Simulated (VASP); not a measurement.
The system is NaHI.

```
Na H I
1.0
     4.12629    0.00000    0.00000
     0.00000    4.12629    0.00000
     0.00000    0.00000    7.97693
Na H I
2 2 2
Direct
  0.00000 0.50000 0.20000
  0.50000 0.00000 0.80000
  0.00000 0.00000 0.00000
  0.50000 0.50000 0.00000
  0.00000 0.50000 0.70000
  0.50000 0.00000 0.30000
```

```yaml
Program: VASP 6.6.1
Task: relaxation of cell and atoms
Functional: PBEsol
Potentials_or_basis: VASP PAW PBE potentials, release 64 (Na_pv, H, I)
Cutoff: 600 eV
k_mesh: 4 × 4 × 3, shifted
Occupations: methfessel-paxton, width 0.0643 eV
Spin: no spin polarisation
```

At the start: pressure 0.0 GPa; volume 22.64 Å³/atom.

Question: How do energy, volume and symmetry change on relaxing?

Answer: Over 24 steps the energy falls by 97.1 meV/atom and the volume is 20.91 Å³/atom (-7.6 %); space group P4/nmm (No. 129, to 0.1 Å) before and after.

Step by step:
| step | energy change (eV) | largest force (eV/Å) | pressure (GPa) | volume (Å³) |
| --- | --- | --- | --- | --- |
| 1 | 0.0000 | 0.4059 | 0.02 | 135.82 |
| 2 | -0.0931 | 0.3611 | -0.42 | 135.83 |
| 3 | -0.2933 | 0.2484 | -1.28 | 135.29 |
| 4 | -0.4882 | 0.2417 | -1.06 | 131.46 |
| 5 | -0.4826 | 0.3036 | -1.55 | 133.27 |
| 6 | -0.4984 | 0.2972 | -1.43 | 132.64 |
| 7 | -0.5308 | 0.1938 | 0.36 | 123.30 |
| 8 | -0.5394 | 0.1717 | -0.28 | 126.04 |
| 9 | -0.5554 | 0.1503 | -0.05 | 124.74 |
| 10 | -0.5630 | 0.1193 | 0.28 | 123.05 |
| 11 | -0.5706 | 0.0811 | 0.10 | 124.36 |
| 12 | -0.5748 | 0.0474 | -0.10 | 125.89 |
| 13 | -0.5753 | 0.0494 | -0.17 | 126.50 |
| 14 | -0.5778 | 0.0695 | 0.05 | 125.43 |
| 15 | -0.5780 | 0.0768 | 0.12 | 125.07 |
| 16 | -0.5799 | 0.0564 | 0.10 | 125.09 |
| 17 | -0.5822 | 0.0116 | 0.03 | 125.13 |
| 18 | -0.5823 | 0.0117 | 0.02 | 125.14 |
| 19 | -0.5824 | 0.0127 | -0.01 | 125.32 |
| 20 | -0.5824 | 0.0128 | -0.02 | 125.35 |
| 21 | -0.5824 | 0.0130 | -0.02 | 125.40 |
| 22 | -0.5824 | 0.0134 | -0.04 | 125.52 |
| 23 | -0.5825 | 0.0104 | -0.03 | 125.50 |
| 24 | -0.5825 | 0.0065 | -0.01 | 125.47 |

Final structure:
```
Na H I
1.0
     4.43286    0.00000    0.00000
     0.00000    4.43286    0.00000
     0.00000    0.00000    6.38517
Na H I
2 2 2
Direct
  0.00000 0.50000 0.19802
  0.50000 0.00000 0.80198
  0.00000 0.00000 0.00000
  0.50000 0.50000 0.00000
  0.00000 0.50000 0.72275
  0.50000 0.00000 0.27725
```

Caveat: the k points lie up to 0.35 Å⁻¹ apart in the final cell; a cell axis changed by over 15 % at a fixed basis, so the end point is rough; the PAW data sets were made with another functional, which shifts forces and pressure a little.
